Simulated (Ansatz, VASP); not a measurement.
KYMg6: VASP beside Ansatz

Contents of INCAR:

```
ALGO = Fast
EDIFF = 1E-6
ENCUT = 520
GGA = PE
ISIF = 2
ISMEAR = -1
LASPH = T
LCHARG = F
LREAL = F
LWAVE = F
NBANDS = 26
NELM = 80
PREC = Accurate
SIGMA = 0.05
```

The input KPOINTS:

```
k-points
0
Gamma
  5 5 5
```

The input POSCAR:

```
KYMg6
1.0
    5.2884983822      0.0000000000      0.0000000000
    0.0000000000      3.4136592227      5.7594015879
    0.0000000000     -3.4136592227      5.7594015879
Y K Mg
1 1 6
Direct
    0.0000000000      0.8468330000      0.8468330000
    0.5000000000      0.6496090000      0.6496090000
    0.5000000000      0.1664510000      0.1664510000
    0.5000000000      0.6682610000      0.1534430000
    0.5000000000      0.1534430000      0.6682610000
    0.0000000000      0.3440530000      0.3440530000
    0.0000000000      0.8509780000      0.3203700000
    0.0000000000      0.3203700000      0.8509780000
```

input.yaml

```yaml
crystal:
  lattice:
    - [5.2884983822, 0.0, 0.0]
    - [0.0, 3.4136592227, 5.7594015879]
    - [0.0, -3.4136592227, 5.7594015879]
  atoms:
    - { symbol: "Y", position: [0.0, 0.846833, 0.846833] }
    - { symbol: K, position: [0.5, 0.649609, 0.649609] }
    - { symbol: Mg, position: [0.5, 0.166451, 0.166451] }
    - { symbol: Mg, position: [0.5, 0.668261, 0.153443] }
    - { symbol: Mg, position: [0.5, 0.153443, 0.668261] }
    - { symbol: Mg, position: [0.0, 0.344053, 0.344053] }
    - { symbol: Mg, position: [0.0, 0.850978, 0.32037] }
    - { symbol: Mg, position: [0.0, 0.32037, 0.850978] }
hamiltonian:
  xc: pbe
  pseudopotentials: { kind: paw }
kpoints:
  mp_grid: { grid: [5, 5, 5] }
scf:
  occupations: { method: fermi_dirac, width: 0.05 }
output:
  forces: true
  stress: true
  eigenvalues: true
```

Alike in both runs: task single point; functional PBE; k mesh 5 × 5 × 5; occupations fermi-dirac, width 0.05 eV; no spin polarisation.

```csv
,VASP,Ansatz
version,VASP 6.6.1,Ansatz 0.2.0
potentials or method,"VASP PAW PBE potentials, release 64 (Y_sv, K_sv, Mg)",Ansatz PAW
plane-wave cutoff (eV),520,420
valence electrons in the cell,32,80
```

```tsv
	VASP	Ansatz	Ansatz less VASP
gap on the k mesh at the Fermi level (eV)	none	none	-
pressure (GPa)	1.9	1.9	+0.06
traceless stress, the component that is largest in VASP (GPa)	0.18	0.18	0.000
rms of the force components (eV/Å)	0.037	0.037	+0.0009
```

Atom by atom the forces differ by 0.002 eV/Å (rms over components). A gap of «none» marks a metal or a gap that the smearing closes. The functional is the same, so the differences come from potentials, cutoffs and numerics. VASP's potentials hold 32 valence electrons a cell and Ansatz's 80, so a difference there can come from the potentials and not from the codes.
